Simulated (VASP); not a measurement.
Runs of VASP 6.6.1 on CoO. Symmetry: Fm-3m, No. 225, cubic system. Conventional cell: a = 4.263 Å, b = 4.263 Å, c = 4.263 Å, α = 90.00°, β = 90.00°, γ = 90.00°. Within 2.8 Å of Co (site symmetry m-3m) lie 6 O at 2.13 Å. Within 2.8 Å of O (site symmetry m-3m) lie 6 Co at 2.13 Å. 

| spin | fixed moment (μB) | pressure (GPa) | moment (μB) |
| --- | --- | --- | --- |
| collinear, ferromagnetic start | 1.13 | -11.2 | 1.13 |
| collinear, ferromagnetic start | 2.82 | -1.1 | 2.82 |
| collinear, zero start | 0.0 | (a) | 0.00 |
| collinear, ferromagnetic start | 3.39 | 8.3 | 3.39 |
| collinear, ferromagnetic start | 1.69 | -7.4 | 1.69 |
| collinear, ferromagnetic start | 0.56 | -16.1 | 0.56 |
| collinear, ferromagnetic start | 2.26 | (b) | 2.26 |

Alike in all rows: task single point; level PBE+U; potentials or basis VASP PAW PBE potentials, release 64 (Co_sv, O); Co d U = 4.8 eV; cell as given; k mesh 9 × 9 × 9; cutoff (eV) 700; smearing fermi-dirac 0.02 eV.

Q: Fill in the values left out.

A: (a) -18.6; (b) -3.7.

Caveats: the total moment is fixed, so each spin has its own Fermi level and the state may be an excited one (at least some runs); a cell with one magnetic atom can't hold antiferromagnetic order, which such compounds often take (at least some runs); the cell stands under tension (at least some runs); the total moment is fixed, so each spin has its own Fermi level (at least some runs); the cell stands under pressure (at least some runs).
